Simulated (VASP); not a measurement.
A run of VASP 6.6.1:

Contents of INCAR:

```
PREC = Accurate ; ENCUT = 520
EDIFF = 1E-6 ; ISMEAR = 0
SIGMA = 0.05 ; LREAL = False
LASPH = True ; NELM = 80
ALGO = Normal ; ISIF = 2
LWAVE = False ; LCHARG = True
GGA = PE ; IVDW = 12
LELF = True ; LVHAR = True
NBANDS = 35
```

KPOINTS

```
Automatic mesh
0
Gamma
  12 12 4
```

Contents of POSCAR:

```
SnO2
1.0
    3.1845270180      0.0000000000      0.0000000000
   -1.5922635090      2.7578812966      0.0000000000
    0.0000000000      0.0000000000     10.2472985135
Sn O
2 4
Direct
   -0.1559678954      0.0000000000      0.5000000000
    0.1559678954      0.0000000000      0.0000000000
    0.5087184888      0.3333333333      0.4017901351
    0.8246148446      0.3333333333      0.0982098649
    0.1753851554      0.6666666667      0.5982098649
    0.4912815112      0.6666666667      0.9017901351
```

Potentials or basis: VASP PAW PBE potentials, release 64 (Sn_d, O).

Run with:

```console
$ cat potpaw_PBE.64/Sn_d/POTCAR potpaw_PBE.64/O/POTCAR > POTCAR
$ mpirun -np 1 vasp_std > vasp.out
```

Hardware: 1 thread of Intel(R) Xeon(R) 6975P-C (Granite Rapids), on a shared host.

Estimate the wall time of this run.

Run time: 2.3 min on 1 thread of Intel(R) Xeon(R) 6975P-C (Granite Rapids), on a shared host, peak memory 0.43 GiB. Counts: scf iterations 14, k points 129.
